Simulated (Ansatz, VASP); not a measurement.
**Cs in VASP and in Ansatz**

```
Cs
1.0
     4.47038    0.00000    0.00000
    -2.23519    3.87147    0.00000
     0.00000    0.00000    4.20216
Cs
1
Direct
  0.00000 0.00000 0.00000
```

Change from the starting cell: volume scaled by 0.6, PAW files.

Alike in both runs: task single point; functional PBE; k mesh 8 × 8 × 8; occupations fermi-dirac, width 0.08 eV; no spin polarisation.

|  | VASP | Ansatz |
| --- | --- | --- |
| version | VASP 6.6.1 | Ansatz 0.2.0 |
| potentials or method | VASP PAW PBE potentials, release 64 (Cs_sv) | PAW with Ansatz's default frozen-core files, scalar-relativistic |
| plane-wave cutoff (eV) | 520 | 420 |
| valence electrons in the cell | 9 | 9 |

|  | VASP | Ansatz | Ansatz less VASP |
| --- | --- | --- | --- |
| pressure (GPa) | 1.8 | 1.8 | 0.00 |
| traceless stress, the component that is largest in VASP (GPa) | -0.15 | -0.15 | -0.002 |

Neither program's run includes spin-orbit coupling.
